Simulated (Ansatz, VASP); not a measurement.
**HPt6: VASP beside Ansatz**

```
Pt H
1.0
     5.61433    0.00000    0.00000
     0.00000    5.61433    0.00000
     0.00000    0.00000   21.85138
Pt H
12 2
Cartesian
  1.4036 1.4036 4.0000
  1.4036 4.2107 4.0000
  4.2107 1.4036 4.0000
  4.2107 4.2107 4.0000
  0.0000 0.0000 5.9264
  0.0000 2.8072 5.9264
  2.8072 0.0000 5.9264
  2.8072 2.8072 5.9264
  1.4036 1.4036 7.8514
  1.4036 4.2107 7.8514
  4.2107 1.4036 7.8514
  4.2107 4.2107 7.8514
  -0.5905 0.0000 10.4514
  0.5905 0.0000 10.4514
```

Alike in both runs: task single point; functional PBE; k mesh 5 × 5 × 1; occupations gaussian, width 0.1 eV; no spin polarisation.

|  | VASP | Ansatz |
| --- | --- | --- |
| version | VASP 6.6.1 | Ansatz 0.2.0 |
| potentials or method | VASP PAW PBE potentials, release 64 (Pt, H), cutoff 520 eV | scalar-relativistic, plane waves, PAW |
| valence electrons in the cell | 122 | 218 |

|  | VASP | Ansatz | Ansatz less VASP |
| --- | --- | --- | --- |
| gap on the k mesh at the Fermi level (eV) | none | none | - |
| rms of the force components (eV/Å) | 0.930 | 0.929 | 0.0000 |

Atom by atom the forces differ by 0.008 eV/Å (rms over components). A gap of «none» marks a metal or a gap that the smearing closes. With one functional, cell and mesh, what is left measures potentials, basis and numerics. VASP's potentials hold 122 valence electrons a cell and Ansatz's 218, so a difference there can come from the potentials and not from the codes.

Neither program's run includes spin-orbit coupling.
